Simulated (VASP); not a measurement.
## Cr: relaxation of cell and atoms with r2SCAN

Cr:

```
Cr
1.0
     0.00000    2.52977    2.52977
     2.52977    0.00000    2.52977
     2.52977    2.52977    0.00000
Cr
2
Direct
  0.12500 0.12500 0.12500
  0.87500 0.87500 0.87500
```

This isn't the form of Cr at room conditions, which is bcc.

```yaml
Program: VASP 6.6.1
Task: relaxation of cell and atoms
Functional: r2SCAN
Potentials_or_basis: VASP PAW PBE potentials, release 64 (Cr_pv)
Cutoff: 550 eV
k_mesh: 11 × 11 × 11
Occupations: fermi-dirac, width 0.1 eV
Spin: no spin polarisation
Dipole_correction: no
Further_INCAR_settings: ALGO = Normal; EDIFF = 1e-07; IBRION = 2; EDIFFG = -0.01; NSW = 80; ISIF = 3
```

| Quantity | Value |
| --- | --- |
| Relaxed volume | 16.24 Å³/atom |
| Relaxed cell | a = 3.582 Å, b = 3.582 Å, c = 3.582 Å, α = 60.00°, β = 60.00°, γ = 60.00° |
| Space group after relaxing (to 0.1 Å) | Fd-3m (No. 227) |
| Energy gained by relaxing | 0.1 meV/atom |
| Ionic steps | 3 |
| Pressure after relaxing | 0.0 GPa |
| Band gap on the k mesh | zero (bands 12 and 13 overlap by 0.75 eV) |

Step by step:
```tsv
step	energy change (eV)	largest force (eV/Å)	pressure (GPa)	volume (Å³)
1	0.0000	0.0000	0.35	32.38
2	-0.0001	0.0000	-0.20	32.55
3	-0.0001	0.0000	-0.01	32.49
```

Final structure:
```cif
data_structure
_symmetry_space_group_name_H-M 'P 1'
_symmetry_Int_Tables_number 1
_cell_length_a 3.5816
_cell_length_b 3.5816
_cell_length_c 3.5816
_cell_angle_alpha 60.000
_cell_angle_beta 60.000
_cell_angle_gamma 60.000
_cell_volume 32.49
loop_
_atom_site_label
_atom_site_type_symbol
_atom_site_fract_x
_atom_site_fract_y
_atom_site_fract_z
_atom_site_occupancy
Cr1 Cr 0.12500 0.12500 0.12500 1
Cr2 Cr 0.87500 0.87500 0.87500 1
```

Levels at points of the mesh, in eV from the Fermi level:
| k point | band 10 | band 11 | band 12 | band 13 | band 14 | band 15 |
| --- | --- | --- | --- | --- | --- | --- |
| (0.00, 0.00, 0.00) | -1.18 | -1.18 | -1.18 | 1.19 | 1.19 | 1.19 |

It took 7.8 min on 1 thread of Intel(R) Xeon(R) Platinum 8375C CPU @ 2.90GHz (Ice Lake), with other jobs on the host, peak memory 0.18 GiB.

Caveat: the PAW data sets were made with another functional, which shifts forces and pressure a little; the run has no spin polarisation, though such a crystal can be magnetic. Spin polarisation is off, so any magnetic state and its effect on volume and gap are missing.
